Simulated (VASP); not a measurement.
# ZrSe2 (P-3m1) in VASP: notebook

Runs on ZrSe2. Level: PBE+D3(BJ). Tasks: relaxation of shape and atoms at fixed volume, relaxation of the atoms.

Program: VASP 6.6.1. These are calculated values, not measurements. Logs are shortened: lines on timing, memory, paths and dates and some standing lists are left out, and cuts for length are marked.

## Step 1: The cell of the first run

Symmetry: P-3m1, No. 164, trigonal system. Conventional cell: a = 3.773 Å, b = 3.773 Å, c = 6.096 Å, α = 90.00°, β = 90.00°, γ = 120.00°. Within 3.6 Å of Zr (site symmetry -3m) lie 6 Se at 2.71 Å. Within 3.9 Å of Se (site symmetry 3m) lie 3 Zr at 2.71 Å and 12 Se at 3.60 to 3.89 Å.

## Step 2: Relaxation of shape and atoms at fixed volume, PBE+D3(BJ) (25.05 Å³/atom)

INCAR

```
SYSTEM = ZrSe2
ALGO = Normal
EDIFF = 1E-7
EDIFFG = -0.01
ENCUT = 500
GGA = PE
GGA_COMPAT = .False.
IBRION = 2
ISIF = 4
ISMEAR = 0
IVDW = 12
LASPH = .True.
LCHARG = .False.
LREAL = .False.
LWAVE = .False.
NELM = 120
NELMIN = 4
NSW = 50
PREC = Accurate
SIGMA = 0.1
```

KPOINTS

```
k-points
0
Gamma
  15 15 8
  0 0 0
```

POSCAR

```
ZrSe2
1.0
    3.7731291879      0.0000000000      0.0000000000
   -1.8865645940      3.2676257285      0.0000000000
    0.0000000000      0.0000000000      6.0961785765
Zr Se
1 2
Direct
    0.0000000000      0.0000000000      0.0000000000
    0.3333333333      0.6666666667      0.2647471438
    0.6666666667      0.3333333333      0.7352528562
```

Potentials or basis: VASP PAW PBE potentials, release 64 (Zr_sv, Se).

Run with:

```console
> cat potpaw_PBE.64/Zr_sv/POTCAR potpaw_PBE.64/Se/POTCAR > POTCAR
> mpirun -np 1 vasp_std > vasp.out
```

OUTCAR:

```text
SYSTEM = ZrSe2
   EDIFF = 1E-7
   EDIFFG = -0.01
   ENCUT = 500
   GGA = PE
   IBRION = 2
   ISIF = 4
   ISMEAR = 0
   IVDW = 12
   LASPH = .True.
   LREAL = .False.
   NELM = 120
   NELMIN = 4
   NSW = 50
   PREC = Accurate
 IVDW          = 12

 ion  position               nearest neighbor table
   1  0.000  0.000  0.000-   2 2.71   3 2.71   3 2.71   2 2.71   3 2.71   2 2.71
   2  0.333  0.667  0.265-   1 2.71   1 2.71   1 2.71
   3  0.667  0.333  0.735-   1 2.71   1 2.71   1 2.71

  LATTYP: Found a hexagonal cell.
 ALAT       =     3.7731291879
 C/A-ratio  =     1.6156824410

  Lattice vectors:

 A1 = (   3.7731291879,   0.0000000000,   0.0000000000)
 A2 = (  -1.8865645940,   3.2676257285,   0.0000000000)
 A3 = (   0.0000000000,   0.0000000000,   6.0961785765)

Analysis of symmetry for initial positions (statically):
=====================================================================
 Subroutine PRICEL returns:
 Original cell was already a primitive cell.

 Routine SETGRP: Setting up the symmetry group for a
 hexagonal supercell.

 Subroutine GETGRP returns: Found 12 space group operations
 (whereof 12 operations were pure point group operations)
 out of a pool of 24 trial point group operations.

The static configuration has the point symmetry D_3d.

Analysis of symmetry for dynamics (positions and initial velocities):
=====================================================================
 Subroutine PRICEL returns:
 Original cell was already a primitive cell.

 Routine SETGRP: Setting up the symmetry group for a
 hexagonal supercell.

 Subroutine GETGRP returns: Found 12 space group operations
 (whereof 12 operations were pure point group operations)
 out of a pool of 24 trial point group operations.

The dynamic configuration has the point symmetry D_3d.

 Subroutine INISYM returns: Found 12 space group operations
 (whereof 12 operations are pure point group operations),
 and found     1 'primitive' translations

----------------------------------------------------------------------------------------

                                     Primitive cell

  volume of cell :      75.1608

  direct lattice vectors                    reciprocal lattice vectors
     3.773129188  0.000000000  0.000000000     0.265032007  0.153016300  0.000000000
    -1.886564594  3.267625729  0.000000000     0.000000000  0.306032601  0.000000000
     0.000000000  0.000000000  6.096178576     0.000000000  0.000000000  0.164037189

  length of vectors
     3.773129188  3.773129188  6.096178576     0.306032601  0.306032601  0.164037189

  position of ions in fractional coordinates (direct lattice)
     0.000000000  0.000000000  0.000000000
     0.333333333  0.666666667  0.264747144
     0.666666667  0.333333333  0.735252856

  ion indices of the primitive-cell ions
   primitive index   ion index
                 1           1
                 2           2
                 3           3

----------------------------------------------------------------------------------------

 KPOINTS: k-points

Automatic generation of k-mesh.
 Grid dimensions read from file:
 generate k-points for:   15   15    8

 Generating k-lattice:

  Cartesian coordinates                     Fractional coordinates (reciprocal lattice)
     0.017668800  0.010201087  0.000000000     0.066666667  0.000000000  0.000000000
     0.000000000  0.020402173  0.000000000     0.000000000  0.066666667  0.000000000
     0.000000000  0.000000000  0.020504649     0.000000000  0.000000000  0.125000000

  Length of vectors
     0.020402173  0.020402173  0.020504649

  Shift w.r.t. Gamma in fractional coordinates (k-lattice)
     0.000000000  0.000000000  0.000000000

 Subroutine IBZKPT returns following result:
 ===========================================

 Found    192 irreducible k-points:

 Following reciprocal coordinates:
            Coordinates               Weight
  0.000000  0.000000  0.000000      1.000000
  0.066667  0.000000  0.000000      6.000000
  0.133333 -0.000000  0.000000      6.000000
  0.200000 -0.000000  0.000000      6.000000
  0.266667 -0.000000  0.000000      6.000000
  0.333333 -0.000000  0.000000      6.000000
[... 16 lines left out ...]
  0.333333  0.200000  0.000000     12.000000
  0.400000  0.200000  0.000000      6.000000
 [... further k-points ...]
   k-points           NKPTS =    192   k-points in BZ     NKDIM =    192   number of bands    NBANDS=     16
   number of dos      NEDOS =    301   number of ions     NIONS =      3
   total plane-waves  NPLWV =  37632
   dimension x,y,z NGX =    28 NGY =   28 NGZ =   48
   dimension x,y,z NGXF=    56 NGYF=   56 NGZF=   96
   ions per type =               1   2
   NGX,Y,Z   is equivalent  to a cutoff of  12.34, 12.34, 13.09 a.u.
   NGXF,Y,Z  is equivalent  to a cutoff of  24.67, 24.67, 26.18 a.u.
 SYSTEM =  ZrSe2
   PREC   = accura    normal or accurate (medium, high low for compatibility)
   ISTART =      0    job   : 0-new  1-cont  2-samecut
   ICHARG =      2    charge: 1-file 2-atom 10-const
   ISPIN  =      1    spin polarized calculation?
   LNONCOLLINEAR =      F non collinear calculations
   LSORBIT =      F    spin-orbit coupling
   LASPH  =      T    aspherical Exc in radial PAW
   ENCUT  =  500.0 eV  36.75 Ry    6.06 a.u.   6.88  6.88 11.11*2*pi/ulx,y,z
   NELM   =    120;   NELMIN=  4; NELMDL= -5     # of ELM steps
   EDIFF  = 0.1E-06   stopping-criterion for ELM
   LREAL  =      F    real-space projection
   EDIFFG = -.1E-01   stopping-criterion for IOM
   NSW    =     50    number of steps for IOM
   IBRION =      2    ionic relax: 0-MD 1-quasi-New 2-CG
   NFREE  =      1    steps in history (QN), initial steepest desc. (CG)
   ISIF   =      4    stress and relaxation
   ISYM   =      2    0-nonsym 1-usesym 2-fastsym
   POTIM  = 0.5000    time-step for ionic-motion
   TEBEG  =    0.0;   TEEND  =   0.0 temperature during run
   PSTRESS=    0.0 pullay stress
   NELECT =      24.0000    total number of electrons
   NUPDOWN=      -1.0000    fix difference up-down
   EMIN   =  10.00;   EMAX   =-10.00  energy-range for DOS
   EFERMI =   0.00;   METHOD = LEGACY
   ISMEAR =     0;   SIGMA  =   0.10  broadening in eV -4-tet -1-fermi 0-gaus
   EFERMI_NEDOS =   21; number of points for ismear=-14 and -15
   IALGO  =     38    algorithm
   IMIX   =      4    mixing-type and parameters
     AMIX     =   0.40;   BMIX     =  1.00
     AMIX_MAG =   1.60;   BMIX_MAG =  1.00
  volume/ion in A,a.u.               =      25.05       169.07
  Fermi-wavevector in a.u.,A,eV,Ry     =   1.118960  2.114528 17.035477  1.252072
  Thomas-Fermi vector in A             =   2.255596
   LORBIT       =      0    0 simple, 1 ext, 2 COOP (PROOUT), +10 PAW based schemes
   GGA     = PE    functional components
   LHFCALC =     F    Hartree Fock is set to
   AEXX    =    0.0000 exact exchange contribution
   IVDW    =    12    specifies the selected vdW correction
   LEPSILON=     F    determine dielectric tensor
   LRPA    =     F    only Hartree local field effects (RPA)
 conjugate gradient relaxation of ions
 non-spin polarized calculation
 Gauss-broadening in eV      SIGMA  =   0.10
  energy-cutoff  :      500.00
  volume of cell :       75.16
 maximum number of plane-waves:      1926
   NGX = 13   NGY = 13   NGZ = 23

--------------------------------------- Ionic step        1  -------------------------------------------

 number of electron      23.9999999 magnetization

 Free energy of the ion-electron system (eV)
  ---------------------------------------------------
  ext. energy  EPLUGINS =         0.00000000
  ---------------------------------------------------
  free energy    TOTEN  =       -19.55057375 eV

  energy without entropy =      -19.55013174  energy(sigma->0) =      -19.55035275

------------------------ aborting loop because EDIFF is reached ----------------------------------------

 Edisp (eV)   -1.18000

 E8    (eV) :    -0.5316

  FORCE on cell =-STRESS in cart. coord.  units (eV):
  Direction    XX          YY          ZZ          XY          YZ          ZX
  --------------------------------------------------------------------------------------
  -------------------------------------------------------------------------------------
  Total      -1.07466    -1.07466    -1.05323     0.00000     0.00000    -0.00000
  in kB     -22.90825   -22.90825   -22.45137     0.00000     0.00000    -0.00000
  external pressure =      -22.76 kB  Pullay stress =        0.00 kB
[... 145 lines left out ...]
  energy  without entropy=      -20.7393248635  energy(sigma->0) =      -20.73944554

--------------------------------------- Ionic step        5  -------------------------------------------

 number of electron      24.0000000 magnetization

 Free energy of the ion-electron system (eV)
  ---------------------------------------------------
  ext. energy  EPLUGINS =         0.00000000
  ---------------------------------------------------
  free energy    TOTEN  =       -19.56102717 eV

  energy without entropy =      -19.56078610  energy(sigma->0) =      -19.56090664

 E-fermi :   4.6889     XC(G=0):  -9.6279

 val. band max:        4.5949175509   @ k =   0.0000   0.0000   0.0000
 cond. band min:       4.7908673268   @ k =   0.4667  -0.0000   0.5000
 fundamental gap:      0.1959497759
 Fermi energy:         4.6889174652

 k-point     1 :       0.0000    0.0000    0.0000
  band No.  band energies     occupation
      1     -44.9023      2.00000
      2     -22.9499      2.00000
      3     -22.8371      2.00000
      4     -22.8371      2.00000
      5      -8.7348      2.00000
      6      -7.4452      2.00000
[... 8 lines left out ...]
     15       5.9618      0.00000
     16       8.7092      0.00000
[... 420 lines left out ...]
  band No.  band energies     occupation
      1     -44.8876      2.00000
      2     -23.0107      2.00000
      3     -22.9242      2.00000
      4     -22.8984      2.00000
      5      -7.5604      2.00000
      6      -7.4556      2.00000
[... 8 lines left out ...]
     15       7.2604      0.00000
     16       8.5989      0.00000

 [... further k-points ...]

------------------------ aborting loop because EDIFF is reached ----------------------------------------

 Edisp (eV)   -1.17884

 E8    (eV) :    -0.5309

  FORCE on cell =-STRESS in cart. coord.  units (eV):
  Direction    XX          YY          ZZ          XY          YZ          ZX
  --------------------------------------------------------------------------------------
  -------------------------------------------------------------------------------------
  Total      -0.40543    -0.40543    -0.41153     0.00000    -0.00000    -0.00000
  in kB      -8.64237    -8.64237    -8.77247     0.00000    -0.00000    -0.00000
  external pressure =       -8.69 kB  Pullay stress =        0.00 kB
[... 18 lines left out ...]
  FREE ENERGIE OF THE ION-ELECTRON SYSTEM (eV)
  ---------------------------------------------------
  free  energy   TOTEN  =       -20.7398656087 eV

  energy  without entropy=      -20.7396245430  energy(sigma->0) =      -20.73974508

 reached required accuracy - stopping structural energy minimisation
```

Wall time 15 min (1 thread of Oxide Virtual Turin-like, shared host); peak memory 0.34 GiB.

Results:

```
Free energy                  : -20.7399 eV
Energy gained by relaxing    : 3.1 meV/atom
Ionic steps                  : 5
Pressure after relaxing      : -0.9 GPa
Largest force after relaxing : 0.006 eV/Å
Band gap on the k mesh       : 0.20 eV (least direct gap 1.05 eV)
Dispersion energy per atom   : -0.393 eV
```

Forces in eV/Å, atoms in the order of the input:
```
Zr   0.000  0.000  0.000
Se   0.000  0.000 -0.006
Se   0.000  0.000  0.006
```

The path:
```
step  energy change (eV)  largest force (eV/Å)  pressure (GPa)  volume (Å³)
   1              0.0000                0.2844           -2.28        75.16
   2             -0.0059                0.1434           -1.68        75.16
   3             -0.0080                0.0036           -1.09        75.16
   4             -0.0090                0.0046           -0.97        75.16
   5             -0.0093                0.0060           -0.87        75.16
```

Final structure:
```
Zr Se
1.0
     3.75715    0.00000    0.00000
    -1.87858    3.25379    0.00000
     0.00000    0.00000    6.14813
Zr Se
1 2
Direct
  0.00000 0.00000 0.00000
  0.33333 0.66667 0.25959
  0.66667 0.33333 0.74041
```

Levels at points of the mesh, in eV from the valence-band top:
```tsv
k point	band 8	band 9	band 10	band 11	band 12	band 13	band 14	band 15	band 16
(0.00, 0.00, 0.00)	-2.62	-2.62	-0.02	-0.02	0.00	1.05	1.05	1.37	4.11
(0.00, 0.00, 0.50)	-2.56	-2.56	-2.32	-0.23	-0.23	1.02	1.02	1.84	4.58
```

Caveat: semilocal functionals underestimate gaps, and a narrow one can read as zero. A k mesh can miss the band edges.

## Step 3: Relaxation of shape and atoms at fixed volume, PBE+D3(BJ) (25.78 Å³/atom)

This run uses another cell than the first one, of 25.78 Å³/atom.

INCAR

```
SYSTEM = ZrSe2
  ALGO = Normal
  EDIFF = 1E-7
  EDIFFG = -0.01
  ENCUT = 500
  GGA = PE
  GGA_COMPAT = .FALSE.
  IBRION = 2
  ISIF = 4
  ISMEAR = 0
  IVDW = 12
  LASPH = .TRUE.
  LCHARG = .FALSE.
  LREAL = .FALSE.
  LWAVE = .FALSE.
  NELM = 120
  NELMIN = 4
  NSW = 50
  PREC = Accurate
  SIGMA = 0.1
```

KPOINTS

```
k-points
0
G
  15 15 8
  0 0 0
```

POSCAR

```
ZrSe2
1.0
    3.7926865997      0.0000000000      0.0000000000
   -1.8963432999      3.2845629439      0.0000000000
    0.0000000000      0.0000000000      6.2092015464
Zr Se
1 2
Direct
    0.0000000000      0.0000000000      0.0000000000
    0.3333333333      0.6666666667      0.2591792393
    0.6666666667      0.3333333333      0.7408207607
```

Potentials or basis: VASP PAW PBE potentials, release 64 (Zr_sv, Se).

Run with:

```console
> cat potpaw_PBE.64/Zr_sv/POTCAR potpaw_PBE.64/Se/POTCAR > POTCAR
> mpirun -np 1 vasp_std > vasp.out
```

OUTCAR:

```text
SYSTEM = ZrSe2
   EDIFF = 1E-7
   EDIFFG = -0.01
   ENCUT = 500
   GGA = PE
   IBRION = 2
   ISIF = 4
   ISMEAR = 0
   IVDW = 12
   LASPH = .TRUE.
   LREAL = .FALSE.
   NELM = 120
   NELMIN = 4
   NSW = 50
   PREC = Accurate
 IVDW          = 12

 ion  position               nearest neighbor table
   1  0.000  0.000  0.000-   2 2.72   3 2.72   2 2.72   3 2.72   3 2.72   2 2.72
   2  0.333  0.667  0.259-   1 2.72   1 2.72   1 2.72
   3  0.667  0.333  0.741-   1 2.72   1 2.72   1 2.72

  LATTYP: Found a hexagonal cell.
 ALAT       =     3.7926865997
 C/A-ratio  =     1.6371512339

  Lattice vectors:

 A1 = (   3.7926865997,   0.0000000000,   0.0000000000)
 A2 = (  -1.8963432999,   3.2845629439,   0.0000000000)
 A3 = (   0.0000000000,   0.0000000000,   6.2092015464)

Analysis of symmetry for initial positions (statically):
=====================================================================
 Subroutine PRICEL returns:
 Original cell was already a primitive cell.

 Routine SETGRP: Setting up the symmetry group for a
 hexagonal supercell.

 Subroutine GETGRP returns: Found 12 space group operations
 (whereof 12 operations were pure point group operations)
 out of a pool of 24 trial point group operations.

The static configuration has the point symmetry D_3d.

Analysis of symmetry for dynamics (positions and initial velocities):
=====================================================================
 Subroutine PRICEL returns:
 Original cell was already a primitive cell.
[... 148 lines left out ...]

--------------------------------------- Ionic step        1  -------------------------------------------

 number of electron      24.0000001 magnetization

 Free energy of the ion-electron system (eV)
  ---------------------------------------------------
  ext. energy  EPLUGINS =         0.00000000
  ---------------------------------------------------
  free energy    TOTEN  =       -19.57068561 eV

  energy without entropy =      -19.57056605  energy(sigma->0) =      -19.57062583

------------------------ aborting loop because EDIFF is reached ----------------------------------------

 Edisp (eV)   -1.14398

 E8    (eV) :    -0.5152
[... 155 lines left out ...]
--------------------------------------- Ionic step        5  -------------------------------------------

 number of electron      24.0000000 magnetization

 Free energy of the ion-electron system (eV)
  ---------------------------------------------------
  ext. energy  EPLUGINS =         0.00000000
  ---------------------------------------------------
  free energy    TOTEN  =       -19.58163306 eV

  energy without entropy =      -19.58156674  energy(sigma->0) =      -19.58159990

 E-fermi :   4.3859     XC(G=0):  -9.4650

 val. band max:        4.2599172341   @ k =   0.0000   0.0000   0.0000
 cond. band min:       4.5344762703   @ k =   0.4667   0.0000   0.5000
 fundamental gap:      0.2745590362
 Fermi energy:         4.3858796156

 k-point     1 :       0.0000    0.0000    0.0000
  band No.  band energies     occupation
      1     -45.2251      2.00000
      2     -23.2659      2.00000
      3     -23.1574      2.00000
      4     -23.1574      2.00000
      5      -8.9360      2.00000
      6      -7.7425      2.00000
[... 433 lines left out ...]
      3     -23.2406      2.00000
      4     -23.2170      2.00000
      5      -7.8272      2.00000
      6      -7.7089      2.00000
[... 8 lines left out ...]
     15       6.9200      0.00000
     16       8.2666      0.00000

 [... further k-points ...]

------------------------ aborting loop because EDIFF is reached ----------------------------------------

 Edisp (eV)   -1.14281

 E8    (eV) :    -0.5145
[... 26 lines left out ...]
  FREE ENERGIE OF THE ION-ELECTRON SYSTEM (eV)
  ---------------------------------------------------
  free  energy   TOTEN  =       -20.7244462621 eV

  energy  without entropy=      -20.7243799497  energy(sigma->0) =      -20.72441311

 reached required accuracy - stopping structural energy minimisation
```

CONTCAR:

```text
ZrSe2
   1.00000000000000
     3.7730008220556277    0.0000000000051711    0.0000000000000000
    -1.8865004110730756    3.2675145603702225    0.0000000000000000
     0.0000000000000000    0.0000000000000000    6.2741640758822648
  Zr              Se
     1     2
Direct
     0.0000000000000000    1.0000000000000000    0.0000000000000000
     0.3333333332999970    0.6666666667000030    0.2538547110595871
     0.6666666667000030    0.3333333332999970    0.7461452889404130

  0.00000000E+00  0.00000000E+00  0.00000000E+00
  0.00000000E+00  0.00000000E+00  0.00000000E+00
  0.00000000E+00  0.00000000E+00  0.00000000E+00
```

Wall time 19 min (1 thread of Oxide Virtual Turin-like, shared host); peak memory 0.35 GiB.

What came out:

| Property | Result |
| --- | --- |
| Free energy | -20.7244 eV |
| Energy gained by relaxing | 3.3 meV/atom |
| Ionic steps | 5 |
| Pressure after relaxing | -1.5 GPa |
| Largest force after relaxing | 0.008 eV/Å |
| Band gap on the k mesh | 0.27 eV (least direct gap 1.08 eV) |
| Dispersion energy per atom | -0.381 eV |

Forces in eV/Å, atoms in the order of the input:
```
Zr   0.000  0.000  0.000
Se   0.000  0.000 -0.008
Se   0.000  0.000  0.008
```

The path:
```tsv
step	energy change (eV)	largest force (eV/Å)	pressure (GPa)	volume (Å³)
1	0.0000	0.2770	-2.92	77.35
2	-0.0057	0.1467	-2.36	77.35
3	-0.0081	0.0005	-1.72	77.35
4	-0.0093	0.0038	-1.59	77.35
5	-0.0098	0.0077	-1.46	77.35
```

Final structure:
```
Zr Se
1.0
     3.77300    0.00000    0.00000
    -1.88650    3.26751    0.00000
     0.00000    0.00000    6.27416
Zr Se
1 2
Cartesian
  -1.8865 3.2675 0.0000
  0.0000 2.1783 1.5927
  1.8865 1.0892 4.6814
```

Caveat: semilocal functionals underestimate gaps, and a narrow one can read as zero. A k mesh can miss the band edges.

(Continued in part 2 of 2.)
